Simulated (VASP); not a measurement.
# Cu in VASP: notebook, part 3 of 3

VASP 6.6.1. The steps go on from the part before.

**5. Electric field gradients, PBE (zz strain of +3 %)**

INCAR

```
SYSTEM = Cu
ALGO = Normal ; EDIFF = 1E-8
ENCUT = 520 ; GGA = PE
ISIF = 2 ; ISMEAR = -1
LASPH = .True. ; LCHARG = .False.
LEFG = .True. ; LREAL = .False.
LWAVE = .False. ; NBANDS = 12
NELM = 60 ; PREC = Accurate
SIGMA = 0.08
```

KPOINTS

```
k-points
0
Gamma
  19 19 19
  0 0 0
```

POSCAR

```
Cu
1.0
    0.0000000000      1.8075000000      1.8617250000
    1.8075000000      0.0000000000      1.8617250000
    1.8075000000      1.8075000000      0.0000000000
Cu
1
Direct
    0.0000000000      0.0000000000      0.0000000000
```

Potentials or basis: VASP PAW PBE potentials, release 64 (Cu).

The run is started by

```console
$ cat potpaw_PBE.64/Cu/POTCAR > POTCAR
$ mpirun -np 1 vasp_std > vasp.out
```

OUTCAR:

```text
SYSTEM = Cu
   EDIFF = 1E-8
   ENCUT = 520
   GGA = PE
   ISIF = 2
   ISMEAR = -1
   LASPH = .True.
   LREAL = .False.
   NELM = 60
   PREC = Accurate

 ion  position               nearest neighbor table
   1  0.000  0.000  0.000-

  LATTYP: Found a body centered tetragonal cell.
 ALAT       =     2.5561910140
 C/A-ratio  =     1.4566399692

  Lattice vectors:

 A1 = (  -1.8075000000,   0.0000000000,   1.8617250000)
 A2 = (   1.8075000000,   0.0000000000,   1.8617250000)
 A3 = (   0.0000000000,   1.8075000000,  -1.8617250000)

Analysis of symmetry for initial positions (statically):
=====================================================================
 Subroutine PRICEL returns:
 Original cell was already a primitive cell.

 Routine SETGRP: Setting up the symmetry group for a
 body centered tetragonal supercell.

 Subroutine GETGRP returns: Found 16 space group operations
 (whereof 16 operations were pure point group operations)
 out of a pool of 16 trial point group operations.

The static configuration has the point symmetry D_4h.

Analysis of symmetry for dynamics (positions and initial velocities):
=====================================================================
 Subroutine PRICEL returns:
 Original cell was already a primitive cell.

 Routine SETGRP: Setting up the symmetry group for a
 body centered tetragonal supercell.

 Subroutine GETGRP returns: Found 16 space group operations
 (whereof 16 operations were pure point group operations)
 out of a pool of 16 trial point group operations.

The dynamic configuration has the point symmetry D_4h.

 Subroutine INISYM returns: Found 16 space group operations
 (whereof 16 operations are pure point group operations),
 and found     1 'primitive' translations

----------------------------------------------------------------------------------------

                                     Primitive cell

  volume of cell :      12.1647

  direct lattice vectors                    reciprocal lattice vectors
     0.000000000  1.807500000  1.861725000    -0.276625173  0.276625173  0.268568129
     1.807500000  0.000000000  1.861725000     0.276625173 -0.276625173  0.268568129
     1.807500000  1.807500000  0.000000000     0.276625173  0.276625173 -0.268568129

  length of vectors
     2.594817185  2.594817185  2.556191014     0.474522721  0.474522721  0.474522721

  position of ions in fractional coordinates (direct lattice)
     0.000000000  0.000000000  0.000000000

  ion indices of the primitive-cell ions
   primitive index   ion index
                 1           1

----------------------------------------------------------------------------------------

 KPOINTS: k-points

Automatic generation of k-mesh.
 Grid dimensions read from file:
 generate k-points for:   19   19   19

 Generating k-lattice:

  Cartesian coordinates                     Fractional coordinates (reciprocal lattice)
    -0.014559220  0.014559220  0.014135165     0.052631579  0.000000000  0.000000000
     0.014559220 -0.014559220  0.014135165     0.000000000  0.052631579  0.000000000
[... 67 lines left out ...]
   TEBEG  =    0.0;   TEEND  =   0.0 temperature during run
   PSTRESS=    0.0 pullay stress
   NELECT =      11.0000    total number of electrons
   NUPDOWN=      -1.0000    fix difference up-down
   EMIN   =  10.00;   EMAX   =-10.00  energy-range for DOS
   EFERMI =   0.00;   METHOD = LEGACY
   ISMEAR =    -1;   SIGMA  =   0.08  broadening in eV -4-tet -1-fermi 0-gaus
   EFERMI_NEDOS =   21; number of points for ismear=-14 and -15
   IALGO  =     38    algorithm
   IMIX   =      4    mixing-type and parameters
     AMIX     =   0.40;   BMIX     =  1.00
     AMIX_MAG =   1.60;   BMIX_MAG =  1.00
  volume/ion in A,a.u.               =      12.16        82.09
  Fermi-wavevector in a.u.,A,eV,Ry     =   1.583088  2.991602 34.098474  2.506167
  Thomas-Fermi vector in A             =   2.682912
   LORBIT       =      0    0 simple, 1 ext, 2 COOP (PROOUT), +10 PAW based schemes
   GGA     = PE    functional components
   LHFCALC =     F    Hartree Fock is set to
   AEXX    =    0.0000 exact exchange contribution
   IVDW    =     0    specifies the selected vdW correction
   LEPSILON=     F    determine dielectric tensor
   LRPA    =     F    only Hartree local field effects (RPA)
 non-spin polarized calculation
  energy-cutoff  :      520.00
  volume of cell :       12.16
 maximum number of plane-waves:       342
   NGX =  9   NGY =  9   NGZ =  9

 number of electron      10.9999992 magnetization

 Free energy of the ion-electron system (eV)
  ---------------------------------------------------
  ext. energy  EPLUGINS =         0.00000000
  ---------------------------------------------------
  free energy    TOTEN  =        -3.72783992 eV

  energy without entropy =       -3.72050122  energy(sigma->0) =       -3.72417057

 E-fermi :   7.2586     XC(G=0): -12.5557

 val. band max:        7.2576565326   @ k =  -0.4737   0.2105   0.1579
 cond. band min:       7.2646690084   @ k =  -0.3684   0.0526   0.1579
 fundamental gap:      0.0070124758
 Fermi energy:         7.2585811600

 k-point     1 :       0.0000    0.0000    0.0000
  band No.  band energies     occupation
      1      -1.9038      2.00000
      2       4.1891      2.00000
      3       4.3299      2.00000
      4       4.3299      2.00000
      5       4.9942      2.00000
      6       5.1332      2.00000
      7      29.5980      0.00000
      8      31.9524      0.00000
      9      32.0336      0.00000
     10      32.0336      0.00000
     11      34.4565      0.00000
     12      34.4716      0.00000
[... 331 lines left out ...]
 k-point    24 :      -0.2632    0.0526    0.0000
  band No.  band energies     occupation
      1       0.7409      2.00000
      2       4.0320      2.00000
      3       4.3401      2.00000
      4       4.4992      2.00000
      5       5.1321      2.00000
      6       5.3459      2.00000
      7      17.9922      0.00000
      8      26.3370      0.00000
      9      30.3219      0.00000
     10      31.2602      0.00000
     11      33.8353      0.00000
     12      34.7311      0.00000

 [... further k-points ...]
[... 5 lines left out ...]
  --------------------------------------------------------------------------------------
  -------------------------------------------------------------------------------------
  Total       -0.1005328     -0.1005328     -0.2149226      0.0000000     -0.0000000      0.0000000
  in kB      -13.2408612    -13.2408612    -28.3067783      0.0000000     -0.0000000      0.0000000
  external PRESSURE =     -18.2628336 kB  Pullay stress =       0.0000000 kB

 VOLUME and BASIS-vectors are now :
 -----------------------------------------------------------------------------
  energy-cutoff  :      520.00
  volume of cell :       12.16
      direct lattice vectors                 reciprocal lattice vectors
     0.000000000  1.807500000  1.861725000    -0.276625173  0.276625173  0.268568129
     1.807500000  0.000000000  1.861725000     0.276625173 -0.276625173  0.268568129
     1.807500000  1.807500000  0.000000000     0.276625173  0.276625173 -0.268568129

 POSITION                                       TOTAL-FORCE (eV/Angst)
 -----------------------------------------------------------------------------------
      0.00000      0.00000      0.00000        -0.000000      0.000000      0.000000
 -----------------------------------------------------------------------------------
    total drift:                                0.000000     -0.000000      0.000000

  FREE ENERGIE OF THE ION-ELECTRON SYSTEM (eV)
  ---------------------------------------------------
  free  energy   TOTEN  =        -3.7278399173 eV

  energy  without entropy=       -3.7205012235  energy(sigma->0) =       -3.72417057

 Electric field gradients (V/A^2)
---------------------------------------------------------------------
 ion       V_xx      V_yy      V_zz      V_xy      V_xz      V_yz
---------------------------------------------------------------------
   1      -0.198    -0.198     0.396     0.005     0.001     0.001
---------------------------------------------------------------------

 Electric field gradients after diagonalization (V/A^2)
 (convention: |V_zz| > |V_xx| > |V_yy|)
----------------------------------------------------------------------
 ion       V_xx      V_yy      V_zz     asymmetry (V_yy - V_xx)/ V_zz
----------------------------------------------------------------------
   1      -0.203    -0.193     0.396       0.026
----------------------------------------------------------------------

           NMR quadrupolar parameters

 Cq : quadrupolar parameter    Cq=e*Q*V_zz/h
 eta: asymmetry parameters     (V_yy - V_xx)/ V_zz
 Q  : nuclear electric quadrupole moment in mb (millibarn)
----------------------------------------------------------------------
 ion       Cq(MHz)       eta       Q (mb)
----------------------------------------------------------------------
   1       0.001       0.026       1.000
----------------------------------------------------------------------
```

OSZICAR:

```text
N       E                     dE             d eps       ncg     rms          rms(c)
DAV:   1     0.429306465136E+02    0.42931E+02   -0.54211E+03 14552   0.153E+03
DAV:   2    -0.325347032065E+01   -0.46184E+02   -0.42543E+02 13640   0.203E+02
DAV:   3    -0.461155385401E+01   -0.13581E+01   -0.13483E+01 15252   0.401E+01
DAV:   4    -0.462014891346E+01   -0.85951E-02   -0.85939E-02 15012   0.283E+00
DAV:   5    -0.462023180754E+01   -0.82894E-04   -0.82892E-04 15668   0.283E-01    0.764E+00
DAV:   6    -0.412952536293E+01    0.49071E+00   -0.14870E+01 15724   0.725E+01    0.409E+00
DAV:   7    -0.373955978180E+01    0.38997E+00   -0.24142E+00 15688   0.292E+01    0.561E-01
DAV:   8    -0.372949124932E+01    0.10069E-01   -0.46896E-03 15328   0.104E+00    0.307E-01
DAV:   9    -0.372783970872E+01    0.16515E-02   -0.10370E-02 16448   0.176E+00    0.307E-02
DAV:  10    -0.372784069804E+01   -0.98933E-06   -0.44313E-05 19656   0.110E-01    0.832E-03
DAV:  11    -0.372783981076E+01    0.88728E-06   -0.86664E-07 16340   0.161E-02    0.362E-04
DAV:  12    -0.372783986449E+01   -0.53733E-07   -0.15212E-08 10700   0.164E-03    0.112E-04
DAV:  13    -0.372783991269E+01   -0.48197E-07   -0.33292E-09  9412   0.775E-04    0.131E-05
DAV:  14    -0.372783991728E+01   -0.45898E-08   -0.38154E-10  7752   0.285E-04
   1 F= -.37278399E+01 E0= -.37241706E+01  d E =-.733869E-02
```

It took 36 s on 1 thread of Intel Xeon 6975P-C (Granite Rapids), shared host; peak memory 0.19 GiB.

What came out:

```
Free energy : -3.7278 eV
Pressure    : -1.8 GPa
```

Electric field gradients, principal values (V/Å²):
```tsv
atom	least	middle	greatest (by size)
1 Cu	-0.193	-0.203	0.396
```

Caveat: the cell differs from its parent crystal (zz strain of +3 %); without QUAD_EFG the Cq values of the log hold for a quadrupole moment of 1 mb, not for the nuclei.

**6. Summary**

| cell | gap on the mesh (eV) | pressure (GPa) |
| --- | --- | --- |
| a = 2.595 Å, angles 58.0°, 1 atom | none | 2.7 |
| a = 2.569, b = 2.569, c = 2.556 Å, angles 60.2, 60.2, 59.7°, 1 atom | none | 0.8 |
| a = 2.595, b = 2.595, c = 2.556 Å, angles 60.5, 60.5, 59.0°, 1 atom | none | -1.8 |

Alike in all rows: task electric field gradients; level PBE; potentials or basis VASP PAW PBE potentials, release 64 (Cu); no spin polarisation; k mesh 19 × 19 × 19; cutoff (eV) 520; smearing fermi-dirac 0.08 eV.

Absolute energies hang on the potentials; compare differences alone.
